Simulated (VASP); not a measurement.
The system is SnO2.

```
Sn O
1.0
     5.17526    0.00000    0.00000
     0.00000    5.17526    0.00000
     0.00000    0.00000    5.17526
Sn O
4 8
Direct
  0.00000 0.00000 0.00000
  0.50000 0.00000 0.50000
  0.50000 0.50000 0.00000
  0.00000 0.50000 0.50000
  0.66110 0.83890 0.16110
  0.83890 0.16110 0.66110
  0.16110 0.66110 0.83890
  0.33890 0.33890 0.33890
  0.66110 0.66110 0.66110
  0.83890 0.33890 0.16110
  0.16110 0.83890 0.33890
  0.33890 0.16110 0.83890
```

* Program: VASP 6.6.1
* Task: relaxation of cell and atoms
* Functional: PBEsol
* Potentials or basis: VASP PAW PBE potentials, release 64 (Sn_d, O)
* Cutoff: 600 eV
* k mesh: 5 × 5 × 5
* Occupations: fermi-dirac, width 0.05 eV
* Spin: no spin polarisation

At the start: pressure -6.8 GPa; volume 11.55 Å³/atom.

Problem. How do energy, volume and symmetry change on relaxing?

Solution. Over 7 steps the energy falls by 8.6 meV/atom and the volume is 11.16 Å³/atom (-3.4 %); space group Pa-3 (No. 205, to 0.1 Å) before and after.

Step by step:
```tsv
step	energy change (eV)	largest force (eV/Å)	pressure (GPa)	volume (Å³)
1	0.0000	0.0210	-6.76	138.61
2	0.0243	0.0550	8.66	129.06
3	-0.1025	0.0128	-0.05	133.95
4	-0.1025	0.0136	0.09	133.86
5	-0.1026	0.0108	-0.10	133.97
6	-0.1026	0.0112	-0.07	133.96
7	-0.1026	0.0088	-0.06	133.95
```

Final structure:
```
Sn O
1.0
     5.11653    0.00000    0.00000
     0.00000    5.11653    0.00000
     0.00000    0.00000    5.11653
Sn O
4 8
Direct
  0.00000 0.00000 0.00000
  0.50000 0.00000 0.50000
  0.50000 0.50000 0.00000
  0.00000 0.50000 0.50000
  0.66101 0.83899 0.16101
  0.83899 0.16101 0.66101
  0.16101 0.66101 0.83899
  0.33899 0.33899 0.33899
  0.66101 0.66101 0.66101
  0.83899 0.33899 0.16101
  0.16101 0.83899 0.33899
  0.33899 0.16101 0.83899
```

Caveat: the PAW data sets were made with another functional, which shifts forces and pressure a little.
